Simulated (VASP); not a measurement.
# Ti (P6_3/mmc) in VASP: notebook

Runs on Ti. Level: PBEsol. Tasks: electric field gradients.

Everything below comes from runs of VASP 6.6.1. Logs are shortened: lines on timing, memory, paths and dates and some standing lists are left out, and cuts for length are marked.

### Step 1. The cell of the first run

It takes space group P6_3/mmc (No. 194, hexagonal). The conventional cell has a = 2.930 Å, b = 2.930 Å, c = 4.655 Å, α = 90.00°, β = 90.00°, γ = 120.00°. Within 3.8 Å of Ti (site symmetry -6m2) lie 12 Ti at 2.88 to 2.93 Å.

### Step 2. Electric field gradients, PBEsol (volume scaled by 0.98)

The input, INCAR:

```
ALGO     = Normal         # electronic algorithm
EDIFF    = 1E-8           # SCF threshold, eV
ENCUT    = 520            # plane-wave cutoff, eV
GGA      = PS             # functional
ISIF     = 2              # what is computed and relaxed
ISMEAR   = -1             # smearing method
LASPH    = True           # aspherical terms in the spheres
LCHARG   = False          # write CHGCAR
LEFG     = True         
LREAL    = False          # projectors in reciprocal space
LWAVE    = False          # write WAVECAR
NBANDS   = 19             # bands
NELM     = 100            # most SCF steps
PREC     = Accurate       # precision mode
SIGMA    = 0.05           # smearing width, eV
```

The input, KPOINTS:

```
k-points
0
Gamma
  14 14 8
```

The input, POSCAR:

```
Ti
1.0
    2.9301986205      0.0000000000      0.0000000000
   -1.4650993102      2.5376264435      0.0000000000
    0.0000000000      0.0000000000      4.6545493880
Ti
2
Direct
    0.3333333333      0.6666666667      0.2500000000
    0.6666666667      0.3333333333      0.7500000000
```

Potentials or basis: VASP PAW PBE potentials, release 64 (Ti_sv).

Started as:

```bash
cat potpaw_PBE.64/Ti_sv/POTCAR > POTCAR
mpirun -np 1 vasp_std > vasp.out
```

OUTCAR:

```text
EDIFF = 1E-8
   ENCUT = 520
   GGA = PS
   ISIF = 2
   ISMEAR = -1
   LASPH = True
   LREAL = False
   NELM = 100
   PREC = Accurate

 ion  position               nearest neighbor table
   1  0.333  0.667  0.250-   2 2.88   2 2.88   2 2.88   2 2.88   2 2.88   2 2.88
   2  0.667  0.333  0.750-   1 2.88   1 2.88   1 2.88   1 2.88   1 2.88   1 2.88

  LATTYP: Found a hexagonal cell.
 ALAT       =     2.9301986205
 C/A-ratio  =     1.5884757284

  Lattice vectors:

 A1 = (   2.9301986205,   0.0000000000,   0.0000000000)
 A2 = (  -1.4650993102,   2.5376264435,   0.0000000000)
 A3 = (   0.0000000000,   0.0000000000,   4.6545493880)

Analysis of symmetry for initial positions (statically):
=====================================================================
 Subroutine PRICEL returns:
 Original cell was already a primitive cell.

 Routine SETGRP: Setting up the symmetry group for a
 hexagonal supercell.

 Subroutine GETGRP returns: Found 24 space group operations
 (whereof 12 operations were pure point group operations)
 out of a pool of 24 trial point group operations.

The static configuration has the point symmetry D_3d.
 The point group associated with its full space group is D_6h.

Analysis of symmetry for dynamics (positions and initial velocities):
=====================================================================
 Subroutine PRICEL returns:
 Original cell was already a primitive cell.

 Routine SETGRP: Setting up the symmetry group for a
 hexagonal supercell.

 Subroutine GETGRP returns: Found 24 space group operations
 (whereof 12 operations were pure point group operations)
 out of a pool of 24 trial point group operations.

The dynamic configuration has the point symmetry D_3d.
 The point group associated with its full space group is D_6h.

 Subroutine INISYM returns: Found 24 space group operations
 (whereof 12 operations are pure point group operations),
 and found     1 'primitive' translations

----------------------------------------------------------------------------------------

                                     Primitive cell

  volume of cell :      34.6101

  direct lattice vectors                    reciprocal lattice vectors
[... 121 lines left out ...]
 maximum number of plane-waves:       965
 NGX is ok and might be reduce to    24
   NGX = 11   NGY = 11   NGZ = 17

 number of electron      24.0000000 magnetization

 Free energy of the ion-electron system (eV)
  ---------------------------------------------------
  ext. energy  EPLUGINS =         0.00000000
  ---------------------------------------------------
  free energy    TOTEN  =       -16.67161481 eV

  energy without entropy =      -16.65515798  energy(sigma->0) =      -16.66338639

 E-fermi :   8.2451     XC(G=0): -11.6528

 val. band max:        8.2279003633   @ k =   0.0714  -0.0000   0.5000
 cond. band min:       8.2510592269   @ k =   0.2143   0.2143   0.5000
 fundamental gap:      0.0231588636
 Fermi energy:         8.2451465902

 k-point     1 :       0.0000    0.0000    0.0000
  band No.  band energies     occupation
      1     -48.3752      2.00000
      2     -48.2350      2.00000
      3     -25.0712      2.00000
      4     -24.4099      2.00000
      5     -24.4099      2.00000
      6     -24.3481      2.00000
[... 505 lines left out ...]
      6     -24.6622      2.00000
[... 11 lines left out ...]
     18      11.5582      0.00000
     19      13.9483      0.00000

 [... further k-points ...]

------------------------ aborting loop because EDIFF is reached ----------------------------------------

  FORCE on cell =-STRESS in cart. coord.  units (eV):
  Direction    XX          YY          ZZ          XY          YZ          ZX
  --------------------------------------------------------------------------------------
  -------------------------------------------------------------------------------------
  Total       -0.8402415     -0.8402415     -0.9492751     -0.0000000      0.0000000     -0.0000000
  in kB      -38.8966584    -38.8966584    -43.9440710     -0.0000000      0.0000000     -0.0000000
  external PRESSURE =     -40.5791293 kB  Pullay stress =       0.0000000 kB

 VOLUME and BASIS-vectors are now :
 -----------------------------------------------------------------------------
  energy-cutoff  :      520.00
  volume of cell :       34.61
      direct lattice vectors                 reciprocal lattice vectors
     2.930198621  0.000000000  0.000000000     0.341273794  0.197034517  0.000000000
    -1.465099310  2.537626444  0.000000000     0.000000000  0.394069034  0.000000000
     0.000000000  0.000000000  4.654549388     0.000000000  0.000000000  0.214843568

 POSITION                                       TOTAL-FORCE (eV/Angst)
 -----------------------------------------------------------------------------------
     -0.00000      1.69175      1.16364         0.000000      0.000000      0.000000
      1.46510      0.84588      3.49091        -0.000000     -0.000000      0.000000
 -----------------------------------------------------------------------------------
    total drift:                               -0.000000      0.000000     -0.000000

  FREE ENERGIE OF THE ION-ELECTRON SYSTEM (eV)
  ---------------------------------------------------
  free  energy   TOTEN  =       -16.6716148067 eV

  energy  without entropy=      -16.6551579800  energy(sigma->0) =      -16.66338639

 Electric field gradients (V/A^2)
---------------------------------------------------------------------
 ion       V_xx      V_yy      V_zz      V_xy      V_xz      V_yz
---------------------------------------------------------------------
   1      -8.720    -8.719    17.439     0.000     0.000    -0.000
   2      -8.720    -8.719    17.439     0.000    -0.000     0.000
---------------------------------------------------------------------

 Electric field gradients after diagonalization (V/A^2)
 (convention: |V_zz| > |V_xx| > |V_yy|)
----------------------------------------------------------------------
 ion       V_xx      V_yy      V_zz     asymmetry (V_yy - V_xx)/ V_zz
----------------------------------------------------------------------
   1      -8.720    -8.719    17.439       0.000
   2      -8.720    -8.719    17.439       0.000
----------------------------------------------------------------------

           NMR quadrupolar parameters

 Cq : quadrupolar parameter    Cq=e*Q*V_zz/h
 eta: asymmetry parameters     (V_yy - V_xx)/ V_zz
 Q  : nuclear electric quadrupole moment in mb (millibarn)
----------------------------------------------------------------------
 ion       Cq(MHz)       eta       Q (mb)
----------------------------------------------------------------------
   1       0.042       0.000       1.000
   2       0.042       0.000       1.000
----------------------------------------------------------------------
```

It took 70 s on 1 thread of Intel Xeon Platinum 8375C at 2.90GHz (Ice Lake), shared host; peak memory 0.2 GiB.

What came out:

```yaml
Free_energy: -16.6716 eV
Pressure: -4.1 GPa
Band_gap_on_the_k_mesh: zero (band 12 reaches 9.03 eV, above the bottom of band 13 at 7.98 eV)
```

Levels at points of the mesh, in eV from the Fermi level:
| k point | band 10 | band 11 | band 12 | band 13 | band 14 | band 15 |
| --- | --- | --- | --- | --- | --- | --- |
| (0.00, 0.00, 0.00) | -2.70 | 0.77 | 0.78 | 0.78 | 0.88 | 1.28 |
| (0.50, 0.00, 0.00) | -2.17 | -1.86 | -0.60 | 0.49 | 0.62 | 1.17 |
| (0.00, 0.00, 0.50) | -4.36 | 0.08 | 0.08 | 0.69 | 0.69 | 0.69 |
| (0.50, 0.00, 0.50) | -2.56 | -0.82 | -0.82 | 1.35 | 1.35 | 1.74 |

Electric field gradients, principal values (V/Å²):
```
atom   least  middle  greatest (by size)
1 Ti  -8.719  -8.720              17.439
2 Ti  -8.719  -8.720              17.439
```

Caveat: without QUAD_EFG the Cq values of the log hold for a quadrupole moment of 1 mb, not for the nuclei; the PAW data sets were made with another functional, which shifts forces and pressure a little.

### Step 3. Electric field gradients, PBEsol (volume scaled by 1.01)

The input, INCAR:

```
PREC = Accurate
ENCUT = 520
EDIFF = 1E-8
ISMEAR = -1
SIGMA = 0.05
LREAL = F
LASPH = T
NELM = 60
ALGO = Normal
ISIF = 2
LWAVE = F
LCHARG = F
GGA = PS
LEFG = T
NBANDS = 19
```

The input, KPOINTS:

```
regular mesh
0
Gamma
  14 14 8
```

The input, POSCAR:

```
Ti
1.0
    2.9597985897      0.0000000000      0.0000000000
   -1.4798992949      2.5632607688      0.0000000000
    0.0000000000      0.0000000000      4.7015682207
Ti
2
Direct
    0.3333333333      0.6666666667      0.2500000000
    0.6666666667      0.3333333333      0.7500000000
```

Potentials or basis: VASP PAW PBE potentials, release 64 (Ti_sv).

Started as:

```bash
cat potpaw_PBE.64/Ti_sv/POTCAR > POTCAR
mpirun -np 1 vasp_std > vasp.out
```

OUTCAR:

```text
PREC = Accurate
   ENCUT = 520
   EDIFF = 1E-8
   ISMEAR = -1
   LREAL = F
   LASPH = T
   NELM = 60
   ISIF = 2
   GGA = PS

 ion  position               nearest neighbor table
   1  0.333  0.667  0.250-   2 2.91   2 2.91   2 2.91   2 2.91   2 2.91   2 2.91
   2  0.667  0.333  0.750-   1 2.91   1 2.91   1 2.91   1 2.91   1 2.91   1 2.91

  LATTYP: Found a hexagonal cell.
 ALAT       =     2.9597985897
 C/A-ratio  =     1.5884757284

  Lattice vectors:

 A1 = (   2.9597985897,   0.0000000000,   0.0000000000)
 A2 = (  -1.4798992949,   2.5632607688,   0.0000000000)
 A3 = (   0.0000000000,   0.0000000000,   4.7015682207)

Analysis of symmetry for initial positions (statically):
=====================================================================
 Subroutine PRICEL returns:
 Original cell was already a primitive cell.

 Routine SETGRP: Setting up the symmetry group for a
[... 719 lines left out ...]
  energy-cutoff  :      520.00
  volume of cell :       35.67
      direct lattice vectors                 reciprocal lattice vectors
     2.959798590  0.000000000  0.000000000     0.337860827  0.195064040  0.000000000
    -1.479899295  2.563260769  0.000000000     0.000000000  0.390128079  0.000000000
     0.000000000  0.000000000  4.701568221     0.000000000  0.000000000  0.212694989

 POSITION                                       TOTAL-FORCE (eV/Angst)
 -----------------------------------------------------------------------------------
     -0.00000      1.70884      1.17539         0.000000     -0.000000      0.000000
      1.47990      0.85442      3.52618        -0.000000      0.000000      0.000000
 -----------------------------------------------------------------------------------
    total drift:                               -0.000000      0.000000     -0.000000

  FREE ENERGIE OF THE ION-ELECTRON SYSTEM (eV)
  ---------------------------------------------------
  free  energy   TOTEN  =       -16.6351674510 eV

  energy  without entropy=      -16.6181128640  energy(sigma->0) =      -16.62664016

 Electric field gradients (V/A^2)
---------------------------------------------------------------------
 ion       V_xx      V_yy      V_zz      V_xy      V_xz      V_yz
---------------------------------------------------------------------
   1      -8.094    -8.094    16.188    -0.000     0.000    -0.000
   2      -8.094    -8.094    16.188    -0.000    -0.000     0.000
---------------------------------------------------------------------

 Electric field gradients after diagonalization (V/A^2)
 (convention: |V_zz| > |V_xx| > |V_yy|)
----------------------------------------------------------------------
 ion       V_xx      V_yy      V_zz     asymmetry (V_yy - V_xx)/ V_zz
----------------------------------------------------------------------
   1      -8.095    -8.094    16.188       0.000
   2      -8.095    -8.094    16.188       0.000
----------------------------------------------------------------------

           NMR quadrupolar parameters

 Cq : quadrupolar parameter    Cq=e*Q*V_zz/h
 eta: asymmetry parameters     (V_yy - V_xx)/ V_zz
 Q  : nuclear electric quadrupole moment in mb (millibarn)
----------------------------------------------------------------------
 ion       Cq(MHz)       eta       Q (mb)
----------------------------------------------------------------------
   1       0.039       0.000       1.000
   2       0.039       0.000       1.000
----------------------------------------------------------------------
```

OSZICAR:

```text
N       E                     dE             d eps       ncg     rms          rms(c)
DAV:   1     0.264022402575E+03    0.26402E+03   -0.13026E+04  4560   0.156E+03
DAV:   2     0.114821719618E+02   -0.25254E+03   -0.24844E+03  4683   0.442E+02
DAV:   3    -0.177594495551E+02   -0.29242E+02   -0.28857E+02  8536   0.123E+02
DAV:   4    -0.190310158390E+02   -0.12716E+01   -0.12688E+01  5303   0.266E+01
DAV:   5    -0.190903138286E+02   -0.59298E-01   -0.59291E-01  6823   0.413E+00    0.121E+01
DAV:   6    -0.166498593188E+02    0.24405E+01   -0.88738E+00  5288   0.294E+01    0.281E+00
DAV:   7    -0.166219181212E+02    0.27941E-01   -0.77887E-01  6850   0.618E+00    0.206E+00
DAV:   8    -0.166424759429E+02   -0.20558E-01   -0.19856E-01  5044   0.523E+00    0.672E-01
DAV:   9    -0.166346839428E+02    0.77920E-02   -0.46021E-02  5262   0.211E+00    0.710E-02
DAV:  10    -0.166351115401E+02   -0.42760E-03   -0.30792E-03  6657   0.321E-01    0.865E-02
DAV:  11    -0.166351741617E+02   -0.62622E-04   -0.14446E-04  5311   0.801E-02    0.392E-02
DAV:  12    -0.166351673684E+02    0.67933E-05   -0.35805E-05  5047   0.510E-02    0.704E-03
DAV:  13    -0.166351673532E+02    0.15240E-07   -0.20146E-06  5694   0.124E-02    0.995E-04
DAV:  14    -0.166351674738E+02   -0.12063E-06   -0.16379E-07  6755   0.215E-03    0.962E-04
DAV:  15    -0.166351674259E+02    0.47870E-07   -0.28297E-08  4537   0.140E-03    0.141E-04
DAV:  16    -0.166351674569E+02   -0.30950E-07   -0.13439E-09  2481   0.293E-04    0.416E-05
DAV:  17    -0.166351674510E+02    0.58681E-08   -0.30743E-10  2436   0.137E-04
   1 F= -.16635167E+02 E0= -.16626640E+02  d E =-.170546E-01
```

Run time: 78 s. Hardware: 1 thread of Intel Xeon Platinum 8375C at 2.90GHz (Ice Lake), shared host; peak memory 0.2 GiB.

Results:

```yaml
Free_energy: -16.6352 eV
Pressure: -7.0 GPa
Band_gap_on_the_k_mesh: zero (band 12 reaches 8.69 eV, above the bottom of band 13 at 7.67 eV)
```

Electric field gradients, principal values (V/Å²):
```
atom   least  middle  greatest (by size)
1 Ti  -8.094  -8.095              16.188
2 Ti  -8.094  -8.095              16.188
```

Caveat: without QUAD_EFG the Cq values of the log hold for a quadrupole moment of 1 mb, not for the nuclei; the PAW data sets were made with another functional, which shifts forces and pressure a little.

(Continued in part 2 of 3.)
